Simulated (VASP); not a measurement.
Here is a VASP 6.6.1 calculation.

Contents of INCAR:

```
SYSTEM = TiO2
PREC     = Accurate       ! precision mode
ENCUT    = 600            ! plane-wave cutoff, eV
EDIFF    = 1E-6           ! SCF threshold, eV
ISMEAR   = 0              ! smearing method
SIGMA    = 0.01           ! smearing width, eV
LREAL    = .False.        ! projectors in reciprocal space
LASPH    = .True.         ! aspherical terms in the spheres
NELM     = 120            ! most SCF steps
ALGO     = Normal         ! electronic algorithm
ISIF     = 2              ! what is computed and relaxed
LWAVE    = .False.        ! write WAVECAR
LCHARG   = .False.        ! write CHGCAR
GGA      = PE             ! functional
NBANDS   = 33             ! bands
GGA_COMPAT= .False.
```

Contents of KPOINTS:

```
regular mesh
0
Gamma
  8 8 8
  0 0 0
```

Contents of POSCAR:

```
TiO2
1.0
   -1.9169989080      1.9169989080      4.8199032318
    1.9169989080     -1.9169989080      4.8199032318
    1.9169989080      1.9169989080     -4.8199032318
Ti O
2 4
Direct
    0.0000000000      0.0000000000      0.0000000000
    0.7500000000      0.2500000000      0.5000000000
    0.2081000000      0.2081000000      0.0000000000
    0.9581000000      0.4581000000      0.5000000000
    0.5419000000      0.0419000000      0.5000000000
    0.7919000000      0.7919000000      0.0000000000
```

Potentials or basis: VASP PAW PBE potentials, release 64 (Ti_sv, O).

The run is started by

```bash
$ cat potpaw_PBE.64/Ti_sv/POTCAR potpaw_PBE.64/O/POTCAR > POTCAR
$ mpirun -np 1 vasp_std > vasp.out
```

(1) Estimate the pressure.

(2) Estimate the largest force.

(3) What does it give for the band gap on the k mesh?

## Answers

(1) -2.7 GPa.

(2) 0.102 eV/Å.

(3) 2.05 eV (least direct gap 2.35 eV).
